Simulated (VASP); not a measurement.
# Fe (P6_3/mmc) in VASP: notebook, part 2 of 2

VASP 6.6.1.

## 3. Single point, PBE, collinear spin, ferromagnetic start

The input, INCAR:

```
  ALGO = Normal
  EDIFF = 1E-6
  ENCUT = 520
  GGA = PE
  ISIF = 2
  ISMEAR = -1
  ISPIN = 2
  LASPH = T
  LCHARG = F
  LMAXMIX = 4
  LORBIT = 11
  LREAL = F
  LWAVE = F
  MAGMOM = 2.5 2.5
  NBANDS = 19
  NELM = 150
  PREC = Accurate
  SIGMA = 0.05
```

The input, KPOINTS:

```
k-points
0
Gamma
  18 18 10
```

The input, POSCAR:

```
Fe
1.0
    2.4122724006      0.0000000000      0.0000000000
   -1.2061362003      2.0890891798      0.0000000000
    0.0000000000      0.0000000000      3.8211148233
Fe
2
Direct
    0.3333333333      0.6666666667      0.2500000000
    0.6666666667      0.3333333333      0.7500000000
```

Potentials or basis: VASP PAW PBE potentials, release 64 (Fe).

Started as:

```
> cat potpaw_PBE.64/Fe/POTCAR > POTCAR
> mpirun -np 1 vasp_std > vasp.out
```

OUTCAR:

```text
EDIFF = 1E-6
   ENCUT = 520
   GGA = PE
   ISIF = 2
   ISMEAR = -1
   ISPIN = 2
   LASPH = T
   LORBIT = 11
   LREAL = F
   NELM = 150
   PREC = Accurate

 ion  position               nearest neighbor table
   1  0.333  0.667  0.250-   2 2.36   2 2.36   2 2.36   2 2.36   2 2.36   2 2.36
   2  0.667  0.333  0.750-   1 2.36   1 2.36   1 2.36   1 2.36   1 2.36   1 2.36

  LATTYP: Found a hexagonal cell.
 ALAT       =     2.4122724006
 C/A-ratio  =     1.5840312323

  Lattice vectors:

 A1 = (   2.4122724006,   0.0000000000,   0.0000000000)
 A2 = (  -1.2061362003,   2.0890891798,   0.0000000000)
 A3 = (   0.0000000000,   0.0000000000,   3.8211148233)

Analysis of symmetry for initial positions (statically):
=====================================================================
 Subroutine PRICEL returns:
 Original cell was already a primitive cell.

 Routine SETGRP: Setting up the symmetry group for a
 hexagonal supercell.

 Subroutine GETGRP returns: Found 24 space group operations
 (whereof 12 operations were pure point group operations)
 out of a pool of 24 trial point group operations.

The static configuration has the point symmetry D_3d.
 The point group associated with its full space group is D_6h.

Analysis of symmetry for dynamics (positions and initial velocities):
=====================================================================
 Subroutine PRICEL returns:
 Original cell was already a primitive cell.

 Routine SETGRP: Setting up the symmetry group for a
 hexagonal supercell.

 Subroutine GETGRP returns: Found 24 space group operations
 (whereof 12 operations were pure point group operations)
 out of a pool of 24 trial point group operations.

The dynamic configuration has the point symmetry D_3d.
 The point group associated with its full space group is D_6h.

Analysis of structural, dynamic, and magnetic symmetry:
=====================================================================
 Subroutine PRICEL returns:
 Original cell was already a primitive cell.

 Routine SETGRP: Setting up the symmetry group for a
 hexagonal supercell.

 Subroutine GETGRP returns: Found 24 space group operations
 (whereof 12 operations were pure point group operations)
 out of a pool of 24 trial point group operations.

The overall configuration has the point symmetry D_3d.
 The point group associated with its full space group is D_6h.

 Subroutine INISYM returns: Found 24 space group operations
 (whereof 12 operations are pure point group operations),
 and found     1 'primitive' translations

----------------------------------------------------------------------------------------

                                     Primitive cell

  volume of cell :      19.2563

  direct lattice vectors                    reciprocal lattice vectors
     2.412272401  0.000000000  0.000000000     0.414546881  0.239338753  0.000000000
    -1.206136200  2.089089180  0.000000000     0.000000000  0.478677507  0.000000000
     0.000000000  0.000000000  3.821114823     0.000000000  0.000000000  0.261703729

  length of vectors
     2.412272401  2.412272401  3.821114823     0.478677507  0.478677507  0.261703729

  position of ions in fractional coordinates (direct lattice)
     0.333333333  0.666666667  0.250000000
     0.666666667  0.333333333  0.750000000

[... 70 lines left out ...]
   ISPIN  =      2    spin polarized calculation?
   LNONCOLLINEAR =      F non collinear calculations
   LSORBIT =      F    spin-orbit coupling
   LASPH  =      T    aspherical Exc in radial PAW
   ENCUT  =  520.0 eV  38.22 Ry    6.18 a.u.   4.49  4.49  7.10*2*pi/ulx,y,z
   NELM   =    150;   NELMIN=  2; NELMDL= -5     # of ELM steps
   EDIFF  = 0.1E-05   stopping-criterion for ELM
   LREAL  =      F    real-space projection
   EDIFFG = 0.1E-04   stopping-criterion for IOM
   NSW    =      0    number of steps for IOM
   IBRION =     -1    ionic relax: 0-MD 1-quasi-New 2-CG
   NFREE  =      0    steps in history (QN), initial steepest desc. (CG)
   ISIF   =      2    stress and relaxation
   ISYM   =      2    0-nonsym 1-usesym 2-fastsym
   POTIM  = 0.5000    time-step for ionic-motion
   TEBEG  =    0.0;   TEEND  =   0.0 temperature during run
   PSTRESS=    0.0 pullay stress
   NELECT =      16.0000    total number of electrons
   NUPDOWN=      -1.0000    fix difference up-down
   EMIN   =  10.00;   EMAX   =-10.00  energy-range for DOS
   EFERMI =   0.00;   METHOD = LEGACY
   ISMEAR =    -1;   SIGMA  =   0.05  broadening in eV -4-tet -1-fermi 0-gaus
   EFERMI_NEDOS =   21; number of points for ismear=-14 and -15
   IALGO  =     38    algorithm
   IMIX   =      4    mixing-type and parameters
     AMIX     =   0.40;   BMIX     =  1.00
     AMIX_MAG =   1.60;   BMIX_MAG =  1.00
  volume/ion in A,a.u.               =       9.63        64.97
  Fermi-wavevector in a.u.,A,eV,Ry     =   1.539065  2.908412 32.228415  2.368722
  Thomas-Fermi vector in A             =   2.645346
   LORBIT       =     11    0 simple, 1 ext, 2 COOP (PROOUT), +10 PAW based schemes
   GGA     = PE    functional components
   LHFCALC =     F    Hartree Fock is set to
   AEXX    =    0.0000 exact exchange contribution
   IVDW    =     0    specifies the selected vdW correction
   LEPSILON=     F    determine dielectric tensor
   LRPA    =     F    only Hartree local field effects (RPA)
 spin polarized calculation
  energy-cutoff  :      520.00
  volume of cell :       19.26
 maximum number of plane-waves:       537
 NGX is ok and might be reduce to    18
   NGX =  9   NGY =  9   NGZ = 15

 number of electron      15.9999994 magnetization      -0.0045078

 number of electron      15.9999994 magnetization       0.0008942

 Free energy of the ion-electron system (eV)
  ---------------------------------------------------
  ext. energy  EPLUGINS =         0.00000000
  ---------------------------------------------------
  free energy    TOTEN  =       -16.25732431 eV

  energy without entropy =      -16.23568797  energy(sigma->0) =      -16.24650614

 E-fermi :   7.5596     XC(G=0): -14.1276

 val. band max:        7.5569038572   @ k =   0.2778   0.1667   0.1000
 cond. band min:       7.5605594297   @ k =   0.2778   0.1667   0.0000
 fundamental gap:      0.0036555725
 Fermi energy:         7.5596481917

 spin component 1

 k-point     1 :       0.0000    0.0000    0.0000
  band No.  band energies     occupation
      1      -1.6755      1.00000
      2       2.2879      1.00000
      3       5.7735      1.00000
      4       5.7735      1.00000
      5       5.9017      1.00000
      6       6.2787      1.00000
[... 517 lines left out ...]
     18      29.6556      0.00000
     19      33.0352      0.00000

 [... further k-points ...]

 spin component 2

 k-point     1 :       0.0000    0.0000    0.0000
  band No.  band energies     occupation
      1      -1.6755      1.00000
      2       2.2881      1.00000
      3       5.7739      1.00000
      4       5.7739      1.00000
      5       5.9020      1.00000
      6       6.2791      1.00000
[... 517 lines left out ...]
     18      29.6556      0.00000
     19      33.0353      0.00000

 [... further k-points ...]

------------------------ aborting loop because EDIFF is reached ----------------------------------------

  FORCE on cell =-STRESS in cart. coord.  units (eV):
  Direction    XX          YY          ZZ          XY          YZ          ZX
  --------------------------------------------------------------------------------------
  -------------------------------------------------------------------------------------
  Total        2.1938029      2.1938029      2.1807482      0.0000000     -0.0000000      0.0000000
  in kB      182.5302199    182.5302199    181.4440310      0.0000000     -0.0000000      0.0000000
  external PRESSURE =     182.1681569 kB  Pullay stress =       0.0000000 kB

 VOLUME and BASIS-vectors are now :
 -----------------------------------------------------------------------------
  energy-cutoff  :      520.00
  volume of cell :       19.26
      direct lattice vectors                 reciprocal lattice vectors
     2.412272401  0.000000000  0.000000000     0.414546881  0.239338753  0.000000000
    -1.206136200  2.089089180  0.000000000     0.000000000  0.478677507  0.000000000
     0.000000000  0.000000000  3.821114823     0.000000000  0.000000000  0.261703729

 POSITION                                       TOTAL-FORCE (eV/Angst)
 -----------------------------------------------------------------------------------
     -0.00000      1.39273      0.95528        -0.000000      0.000000      0.000000
      1.20614      0.69636      2.86584         0.000000      0.000000      0.000000
 -----------------------------------------------------------------------------------
    total drift:                                0.000000      0.000000     -0.000000

  FREE ENERGIE OF THE ION-ELECTRON SYSTEM (eV)
  ---------------------------------------------------
  free  energy   TOTEN  =       -16.2573243104 eV

  energy  without entropy=      -16.2356879738  energy(sigma->0) =      -16.24650614

 total charge

# of ion       s       p       d       tot
------------------------------------------
    1        0.566   0.699   6.399   7.664
    2        0.566   0.699   6.399   7.664
--------------------------------------------------
tot          1.132   1.397  12.798  15.327

 magnetization (x)

# of ion       s       p       d       tot
------------------------------------------
    1       -0.000  -0.000   0.000   0.000
    2       -0.000  -0.000   0.000   0.000
--------------------------------------------------
tot         -0.000  -0.000   0.001   0.000
```

Wall time 2 min (1 thread of Intel Xeon 6975P-C (Granite Rapids), shared host); peak memory 0.22 GiB.

What came out:

```yaml
Free_energy: -16.2573 eV
Pressure: 18.2 GPa
Band_gap_on_the_k_mesh: zero (filled and empty bands overlap)
Net_moment: 0.00 μB per cell
Valence_electrons_inside_the_program's_atomic_spheres: Fe 7.66
```

Levels at points of the mesh, in eV from the Fermi level:
Spin up:
| k point | band 6 | band 7 | band 8 | band 9 | band 10 | band 11 |
| --- | --- | --- | --- | --- | --- | --- |
| (0.00, 0.00, 0.00) | -1.28 | -1.28 | -0.90 | -0.90 | 0.55 | 0.78 |
| (0.50, 0.00, 0.00) | -1.64 | -1.15 | 0.90 | 1.15 | 1.17 | 2.89 |
| (0.00, 0.00, 0.50) | -1.91 | -1.91 | -1.91 | 0.36 | 0.36 | 0.36 |
| (0.50, 0.00, 0.50) | -0.69 | 0.13 | 0.13 | 1.05 | 1.05 | 2.65 |
Spin down:
```
           k point  band 5  band 6  band 7  band 8  band 9  band 10  band 11  band 12
(0.00, 0.00, 0.00)   -1.66   -1.28   -1.28   -0.90   -0.90     0.55     0.78     0.78
(0.50, 0.00, 0.00)   -2.10   -1.64   -1.15    0.90    1.15     1.17     2.89     5.18
(0.00, 0.00, 0.50)   -1.91   -1.91   -1.91   -1.91    0.36     0.36     0.36     0.36
(0.50, 0.00, 0.50)   -0.69   -0.69    0.13    0.13    1.05     1.05     2.65     2.65
```

Caveat: the cell stands under pressure; the moments typed at the start vanished in this run.
